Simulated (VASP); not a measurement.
Write the native input for VASP 6.6.1 that does the following.

* Task: single point
* Functional: r2SCAN
* Potentials or basis: VASP PAW PBE potentials, release 64 (Cd, Ba_sv, Re)
* Cutoff: 520 eV
* k mesh: 4 × 4 × 3
* Occupations: fermi-dirac, width 0.1 eV
* Spin: no spin polarisation
* Dipole correction: no
* Further INCAR settings: ALGO = Normal; EDIFF = 1e-06; NBANDS = 38; ISYM = 0

The system is BaCdRe.

```
Cd Ba Re
1.0
     4.63149    0.00000    0.00000
     0.00000    4.63149    0.00000
     0.00000    0.00000    8.15142
Cd Ba Re
2 2 2
Direct
  0.00000 0.00000 0.00000
  0.50000 0.50000 0.00000
  0.50000 0.00000 0.66800
  0.00000 0.50000 0.33200
  0.50000 0.00000 0.19050
  0.00000 0.50000 0.80950
```

The input as run:

POSCAR

```
BaCdRe
1.0
    4.6314870000      0.0000000000      0.0000000000
    0.0000000000      4.6314870000      0.0000000000
    0.0000000000      0.0000000000      8.1514170000
Cd Ba Re
2 2 2
Direct
    0.0000000000      0.0000000000      0.0000000000
    0.5000000000      0.5000000000      0.0000000000
    0.5000000000      0.0000000000      0.6680000000
    0.0000000000      0.5000000000      0.3320000000
    0.5000000000      0.0000000000      0.1905000000
    0.0000000000      0.5000000000      0.8095000000
```

INCAR.step1

```
SYSTEM = BaCdRe
ALGO = Normal
EDIFF = 1E-4
ENCUT = 520
GGA = PE
ISMEAR = -1
ISYM = 0
LASPH = .True.
LCHARG = .False.
LREAL = .False.
LWAVE = .True.
NBANDS = 38
NELM = 60
PREC = Accurate
SIGMA = 0.1
```

INCAR.step2

```
SYSTEM = BaCdRe
ALGO = Normal
EDIFF = 1E-6
ENCUT = 520
ISIF = 2
ISMEAR = -1
ISTART = 1
ISYM = 0
LASPH = .True.
LCHARG = .False.
LMIXTAU = .True.
LREAL = .False.
LWAVE = .False.
METAGGA = R2SCAN
NBANDS = 38
NELM = 60
PREC = Accurate
SIGMA = 0.1
```

KPOINTS

```
k-points
0
Gamma
  4 4 3
  0 0 0
```

Potentials or basis: VASP PAW PBE potentials, release 64 (Cd, Ba_sv, Re).

Launch:

```bash
$ cat potpaw_PBE.64/Cd/POTCAR potpaw_PBE.64/Ba_sv/POTCAR potpaw_PBE.64/Re/POTCAR > POTCAR
$ cp INCAR.step1 INCAR
$ mpirun -np 1 vasp_std > vasp.out
$ cp INCAR.step2 INCAR
$ mpirun -np 1 vasp_std > vasp.out
```

Results of the run:

```yaml
Pressure: -0.4 GPa
Largest_force: 0.443 eV/Å
Band_gap_on_the_k_mesh: zero (bands 29 and 30 overlap by 0.46 eV)
```

Caveat: the PAW data sets were made with another functional, which shifts forces and pressure a little; spin-orbit coupling is left out, which moves the levels of the heavy elements.

Wall time 9.9 min on 1 thread of AMD EPYC 7R13 Processor (Zen 3), on a shared host, peak memory 0.38 GiB.
